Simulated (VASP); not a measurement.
Here is a VASP 6.6.1 calculation.

POSCAR

```
CoSi2
1.0
    0.0000000000      2.6924346490      2.6924346490
    2.6924346490      0.0000000000      2.6924346490
    2.6924346490      2.6924346490      0.0000000000
Co Si
1 2
Direct
    0.0000000000      0.0000000000      0.0000000000
    0.2500000000      0.2500000000      0.2500000000
    0.7500000000      0.7500000000      0.7500000000
```

INCAR.step1

```
SYSTEM = CoSi2
PREC = Accurate ; ENCUT = 520
ISMEAR = 0 ; SIGMA = 0.05
LREAL = .FALSE. ; LASPH = .TRUE.
NELM = 150 ; ISPIN = 2
MAGMOM = 0.05 0 0 ; LMAXMIX = 4
NBANDS = 20 ; GGA = PE
ALGO = Normal ; EDIFF = 1E-4
LWAVE = .TRUE. ; LCHARG = .FALSE.
```

INCAR.step2

```
SYSTEM = CoSi2
PREC = Accurate ; ENCUT = 520
EDIFF = 1E-6 ; ISMEAR = 0
SIGMA = 0.05 ; LREAL = .FALSE.
LASPH = .TRUE. ; NELM = 150
ALGO = Normal ; ISIF = 2
LWAVE = .FALSE. ; LCHARG = .FALSE.
ISPIN = 2 ; MAGMOM = 0.05 0 0
LORBIT = 11 ; LMAXMIX = 4
METAGGA = R2SCAN ; LMIXTAU = .TRUE.
NBANDS = 20 ; ISTART = 1
```

Contents of KPOINTS:

```
regular mesh
0
G
  8 8 8
  0 0 0
```

Potentials or basis: VASP PAW PBE potentials, release 64 (Co, Si).

Run with:

```console
$ cat potpaw_PBE.64/Co/POTCAR potpaw_PBE.64/Si/POTCAR > POTCAR
$ cp INCAR.step1 INCAR
$ mpirun -np 1 vasp_std > vasp.out
$ cp INCAR.step2 INCAR
$ mpirun -np 1 vasp_std > vasp.out
```

Problem. Estimate the pressure.

Solution. -7.2 GPa.

Problem. Predict the net moment.

Solution. 0.00 μB per cell.

Caveat: the cell stands under tension; the PAW data sets were made with another functional, which shifts forces and pressure a little.
